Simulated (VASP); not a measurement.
# Sb (P6_3/mmc) in VASP: notebook

The runs below take Sb through single point, with PBEsol.

Program: VASP 6.6.1. These are calculated values, not measurements. Logs are shortened: lines on timing, memory, paths and dates and some standing lists are left out, and cuts for length are marked.

**1. The cell of the first run**

It takes space group P6_3/mmc (No. 194, hexagonal). Conventional cell: a = 3.315 Å, b = 3.315 Å, c = 5.482 Å, α = 90.00°, β = 90.00°, γ = 120.00°. Sb (site symmetry -6m2) has 12 Sb at 3.32 to 3.34 Å within 4.4 Å.

This isn't the form of Sb at room conditions, which is rhombohedral.

**2. Single point, PBEsol (26.09 Å³/atom)**

The input, INCAR:

```
PREC = Accurate ; ENCUT = 520
EDIFF = 1E-6 ; ISMEAR = -1
SIGMA = 0.1 ; LREAL = False
LASPH = True ; NELM = 100
ALGO = Normal ; ISIF = 2
LWAVE = False ; LCHARG = True
GGA = PS ; LELF = True
LVHAR = True ; NBANDS = 12
```

The input, KPOINTS:

```
regular mesh
0
Gamma
  12 12 7
```

The input, POSCAR:

```
Sb
1.0
    3.3151258720      0.0000000000      0.0000000000
   -1.6575629360      2.8709832219      0.0000000000
    0.0000000000      0.0000000000      5.4817690713
Sb
2
Direct
    0.3333333333      0.6666666667      0.2500000000
    0.6666666667      0.3333333333      0.7500000000
```

Potentials or basis: VASP PAW PBE potentials, release 64 (Sb).

Command:

```bash
$ cat potpaw_PBE.64/Sb/POTCAR > POTCAR
$ mpirun -np 1 vasp_std > vasp.out
```

OUTCAR:

```text
PREC = Accurate
   ENCUT = 520
   EDIFF = 1E-6
   ISMEAR = -1
   LREAL = False
   LASPH = True
   NELM = 100
   ISIF = 2
   GGA = PS

 ion  position               nearest neighbor table
   1  0.333  0.667  0.250-   2 3.34   2 3.34   2 3.34   2 3.34   2 3.34   2 3.34
   2  0.667  0.333  0.750-   1 3.34   1 3.34   1 3.34   1 3.34   1 3.34   1 3.34

  LATTYP: Found a hexagonal cell.
 ALAT       =     3.3151258720
 C/A-ratio  =     1.6535628760

  Lattice vectors:

 A1 = (   3.3151258720,   0.0000000000,   0.0000000000)
 A2 = (  -1.6575629360,   2.8709832219,   0.0000000000)
 A3 = (   0.0000000000,   0.0000000000,   5.4817690713)

Analysis of symmetry for initial positions (statically):
=====================================================================
 Subroutine PRICEL returns:
 Original cell was already a primitive cell.

 Routine SETGRP: Setting up the symmetry group for a
 hexagonal supercell.

 Subroutine GETGRP returns: Found 24 space group operations
 (whereof 12 operations were pure point group operations)
 out of a pool of 24 trial point group operations.

The static configuration has the point symmetry D_3d.
 The point group associated with its full space group is D_6h.

Analysis of symmetry for dynamics (positions and initial velocities):
=====================================================================
 Subroutine PRICEL returns:
 Original cell was already a primitive cell.

 Routine SETGRP: Setting up the symmetry group for a
 hexagonal supercell.

 Subroutine GETGRP returns: Found 24 space group operations
 (whereof 12 operations were pure point group operations)
 out of a pool of 24 trial point group operations.

The dynamic configuration has the point symmetry D_3d.
 The point group associated with its full space group is D_6h.

 Subroutine INISYM returns: Found 24 space group operations
 (whereof 12 operations are pure point group operations),
 and found     1 'primitive' translations

----------------------------------------------------------------------------------------

                                     Primitive cell

  volume of cell :      52.1737

  direct lattice vectors                    reciprocal lattice vectors
     3.315125872  0.000000000  0.000000000     0.301647671  0.174156364  0.000000000
    -1.657562936  2.870983222  0.000000000     0.000000000  0.348312729  0.000000000
     0.000000000  0.000000000  5.481769071     0.000000000  0.000000000  0.182422861

  length of vectors
     3.315125872  3.315125872  5.481769071     0.348312729  0.348312729  0.182422861

  position of ions in fractional coordinates (direct lattice)
     0.333333333  0.666666667  0.250000000
     0.666666667  0.333333333  0.750000000

  ion indices of the primitive-cell ions
   primitive index   ion index
                 1           1
                 2           2

----------------------------------------------------------------------------------------

 KPOINTS: regular mesh

Automatic generation of k-mesh.
 Grid dimensions read from file:
 generate k-points for:   12   12    7

 Generating k-lattice:

  Cartesian coordinates                     Fractional coordinates (reciprocal lattice)
     0.025137306  0.014513030  0.000000000     0.083333333  0.000000000  0.000000000
     0.000000000  0.029026061  0.000000000     0.000000000  0.083333333  0.000000000
     0.000000000  0.000000000  0.026060409     0.000000000  0.000000000  0.142857143

  Length of vectors
     0.029026061  0.029026061  0.026060409

  Shift w.r.t. Gamma in fractional coordinates (k-lattice)
     0.000000000  0.000000000  0.000000000

 Subroutine IBZKPT returns following result:
 ===========================================

 Found     76 irreducible k-points:

 Following reciprocal coordinates:
            Coordinates               Weight
  0.000000  0.000000  0.000000      1.000000
  0.083333  0.000000  0.000000      6.000000
  0.166667  0.000000  0.000000      6.000000
  0.250000  0.000000  0.000000      6.000000
  0.333333  0.000000  0.000000      6.000000
  0.416667 -0.000000  0.000000      6.000000
[... 16 lines left out ...]
  0.250000  0.000000  0.142857     12.000000
  0.333333  0.000000  0.142857     12.000000
 [... further k-points ...]
   k-points           NKPTS =     76   k-points in BZ     NKDIM =     76   number of bands    NBANDS=     12
   number of dos      NEDOS =    301   number of ions     NIONS =      2
   total plane-waves  NPLWV =  32928
   dimension x,y,z NGX =    28 NGY =   28 NGZ =   42
   dimension x,y,z NGXF=    56 NGYF=   56 NGZF=   84
   ions per type =               2
   NGX,Y,Z   is equivalent  to a cutoff of  14.04, 14.04, 12.74 a.u.
   NGXF,Y,Z  is equivalent  to a cutoff of  28.08, 28.08, 25.47 a.u.
 SYSTEM =  unknown system
   PREC   = accura    normal or accurate (medium, high low for compatibility)
   ISTART =      0    job   : 0-new  1-cont  2-samecut
   ICHARG =      2    charge: 1-file 2-atom 10-const
   ISPIN  =      1    spin polarized calculation?
   LNONCOLLINEAR =      F non collinear calculations
   LSORBIT =      F    spin-orbit coupling
   LASPH  =      T    aspherical Exc in radial PAW
   ENCUT  =  520.0 eV  38.22 Ry    6.18 a.u.   6.16  6.16 10.19*2*pi/ulx,y,z
   NELM   =    100;   NELMIN=  2; NELMDL= -5     # of ELM steps
   EDIFF  = 0.1E-05   stopping-criterion for ELM
   LREAL  =      F    real-space projection
[... 7 lines left out ...]
   TEBEG  =    0.0;   TEEND  =   0.0 temperature during run
   PSTRESS=    0.0 pullay stress
   NELECT =      10.0000    total number of electrons
   NUPDOWN=      -1.0000    fix difference up-down
   EMIN   =  10.00;   EMAX   =-10.00  energy-range for DOS
   EFERMI =   0.00;   METHOD = LEGACY
   ISMEAR =    -1;   SIGMA  =   0.10  broadening in eV -4-tet -1-fermi 0-gaus
   EFERMI_NEDOS =   21; number of points for ismear=-14 and -15
   IALGO  =     38    algorithm
   IMIX   =      4    mixing-type and parameters
     AMIX     =   0.40;   BMIX     =  1.00
     AMIX_MAG =   1.60;   BMIX_MAG =  1.00
  volume/ion in A,a.u.               =      26.09       176.04
  Fermi-wavevector in a.u.,A,eV,Ry     =   0.943896  1.783706 12.121982  0.890941
  Thomas-Fermi vector in A             =   2.071649
   LORBIT       =      0    0 simple, 1 ext, 2 COOP (PROOUT), +10 PAW based schemes
   GGA     = PS    functional components
   LHFCALC =     F    Hartree Fock is set to
   AEXX    =    0.0000 exact exchange contribution
   IVDW    =     0    specifies the selected vdW correction
   LEPSILON=     F    determine dielectric tensor
   LRPA    =     F    only Hartree local field effects (RPA)
 non-spin polarized calculation
  energy-cutoff  :      520.00
  volume of cell :       52.17
 maximum number of plane-waves:      1422
 NGX is ok and might be reduce to    28
   NGX = 13   NGY = 13   NGZ = 21

 number of electron      10.0000000 magnetization

 Free energy of the ion-electron system (eV)
  ---------------------------------------------------
  ext. energy  EPLUGINS =         0.00000000
  ---------------------------------------------------
  free energy    TOTEN  =        -8.68793087 eV

  energy without entropy =       -8.64245971  energy(sigma->0) =       -8.66519529

 E-fermi :   8.8129     XC(G=0): -10.4690

 val. band max:        8.7365788269   @ k =   0.4167   0.1667   0.2857
 cond. band min:       8.8134249506   @ k =   0.3333   0.2500   0.0000
 fundamental gap:      0.0768461237
 Fermi energy:         8.8129448373

 k-point     1 :       0.0000    0.0000    0.0000
  band No.  band energies     occupation
      1      -4.3939      2.00000
      2      -0.5766      2.00000
      3       2.7390      2.00000
      4      12.6657      0.00000
      5      12.6657      0.00000
      6      14.2366      0.00000
      7      14.3028      0.00000
      8      14.3028      0.00000
      9      16.8145      0.00000
     10      17.8238      0.00000
     11      18.9473      0.00000
     12      18.9473      0.00000

 k-point     2 :       0.0833    0.0000    0.0000
  band No.  band energies     occupation
      1      -4.2666      2.00000
      2      -0.4627      2.00000
      3       2.8716      2.00000
      4      11.3907      0.00000
      5      12.1732      0.00000
      6      13.6144      0.00000
      7      14.1353      0.00000
      8      14.4018      0.00000
      9      16.9843      0.00000
     10      17.8302      0.00000
     11      18.9864      0.00000
     12      19.0067      0.00000

 k-point     3 :       0.1667    0.0000    0.0000
  band No.  band energies     occupation
      1      -3.8861      2.00000
      2      -0.1275      2.00000
      3       3.2662      2.00000
      4       9.1652      0.05737
      5      11.2906      0.00000
      6      12.0217      0.00000
      7      13.6454      0.00000
      8      14.1663      0.00000
      9      15.6327      0.00000
     10      17.7885      0.00000
     11      18.6678      0.00000
     12      19.2255      0.00000
[... 286 lines left out ...]
 k-point    23 :       0.2500    0.0000    0.1429
  band No.  band energies     occupation
      1      -3.1568      2.00000
      2      -0.0337      2.00000
      3       4.5027      2.00000
      4       7.0962      2.00000
      5       9.6943      0.00030
      6      10.5642      0.00000
      7      12.4992      0.00000
      8      13.3372      0.00000
      9      14.6887      0.00000
     10      16.4461      0.00000
     11      17.4366      0.00000
     12      19.3007      0.00000

 k-point    24 :       0.3333    0.0000    0.1429
  band No.  band energies     occupation
      1      -2.2994      2.00000
      2       0.6368      2.00000
      3       4.6924      2.00000
      4       5.8222      2.00000
      5       7.7430      1.99995
      6       9.9246      0.00003
      7      11.3328      0.00000
      8      12.7847      0.00000
      9      13.9892      0.00000
     10      15.9639      0.00000
     11      17.3798      0.00000
     12      18.8631      0.00000

 [... further k-points ...]

------------------------ aborting loop because EDIFF is reached ----------------------------------------

  FORCE on cell =-STRESS in cart. coord.  units (eV):
  Direction    XX          YY          ZZ          XY          YZ          ZX
  --------------------------------------------------------------------------------------
  -------------------------------------------------------------------------------------
  Total        0.1886172      0.1886172     -0.1477827      0.0000000      0.0000000      0.0000000
  in kB        5.7921593      5.7921593     -4.5381920      0.0000000      0.0000000      0.0000000
  external PRESSURE =       2.3487089 kB  Pullay stress =       0.0000000 kB

 VOLUME and BASIS-vectors are now :
 -----------------------------------------------------------------------------
  energy-cutoff  :      520.00
  volume of cell :       52.17
      direct lattice vectors                 reciprocal lattice vectors
     3.315125872  0.000000000  0.000000000     0.301647671  0.174156364  0.000000000
    -1.657562936  2.870983222  0.000000000     0.000000000  0.348312729  0.000000000
     0.000000000  0.000000000  5.481769071     0.000000000  0.000000000  0.182422861

 POSITION                                       TOTAL-FORCE (eV/Angst)
 -----------------------------------------------------------------------------------
     -0.00000      1.91399      1.37044        -0.000000      0.000000      0.000000
      1.65756      0.95699      4.11133         0.000000     -0.000000      0.000000
 -----------------------------------------------------------------------------------
    total drift:                                0.000000     -0.000000      0.000000

  FREE ENERGIE OF THE ION-ELECTRON SYSTEM (eV)
  ---------------------------------------------------
  free  energy   TOTEN  =        -8.6879308694 eV

  energy  without entropy=       -8.6424597062  energy(sigma->0) =       -8.66519529
```

Wall time 18 s (1 thread of AMD EPYC 9R45 (Zen 5), shared host); peak memory 0.16 GiB.

Results:

```
Free energy            : -8.6879 eV
Pressure               : 0.2 GPa
Band gap on the k mesh : zero (bands 5 and 6 overlap by 7.52 eV)
```

Caveat: the PAW data sets were made with another functional, which shifts forces and pressure a little; spin-orbit coupling is left out, which moves the levels of the heavy elements.

**3. Single point, PBEsol (27.13 Å³/atom)**

This run uses another cell than the first one, of 27.13 Å³/atom.

The input, INCAR:

```
SYSTEM = Sb
PREC = Accurate ; ENCUT = 520
EDIFF = 1E-7 ; ISMEAR = -1
SIGMA = 0.1 ; LREAL = .False.
LASPH = .True. ; NELM = 80
ALGO = Normal ; ISIF = 2
LWAVE = .False. ; LCHARG = .True.
GGA = PS ; LELF = .True.
LVHAR = .True. ; NBANDS = 12
```

The input, KPOINTS:

```
Automatic mesh
0
Gamma
  12 12 7
  0 0 0
```

The input, POSCAR:

```
Sb
1.0
    3.3587509521      0.0000000000      0.0000000000
   -1.6793754760      2.9087636495      0.0000000000
    0.0000000000      0.0000000000      5.5539058842
Sb
2
Direct
    0.3333333333      0.6666666667      0.2500000000
    0.6666666667      0.3333333333      0.7500000000
```

Potentials or basis: VASP PAW PBE potentials, release 64 (Sb).

Command:

```bash
$ cat potpaw_PBE.64/Sb/POTCAR > POTCAR
$ mpirun -np 1 vasp_std > vasp.out
```

Wall time 24 s (1 thread of AMD EPYC 9R45 (Zen 5), shared host); peak memory 0.16 GiB.

The run converged. Its results:

| Quantity | Value |
| --- | --- |
| Free energy | -8.6745 eV |
| Pressure | -2.2 GPa |
| Band gap on the k mesh | zero (bands 5 and 6 overlap by 7.15 eV) |

Stress tensor (GPa, compression positive):
```
-2.05  0.00  0.00
 0.00 -2.05  0.00
 0.00  0.00 -2.57
```

Levels at points of the mesh, in eV from the Fermi level:
```csv
k point,band 1,band 2,band 3,band 4,band 5,band 6,band 7,band 8,band 9,band 10
"(0.00, 0.00, 0.00)",-12.89,-9.29,-5.81,3.67,3.67,5.14,5.22,5.22,7.81,8.96
"(0.50, 0.00, 0.00)",-9.32,-8.05,-4.40,-3.16,-2.25,-0.14,0.46,3.58,4.51,7.41
```

Caveat: the PAW data sets were made with another functional, which shifts forces and pressure a little; spin-orbit coupling is left out, which moves the levels of the heavy elements.

The gap in the log of VASP goes by the Fermi energy; the results here count the filled bands.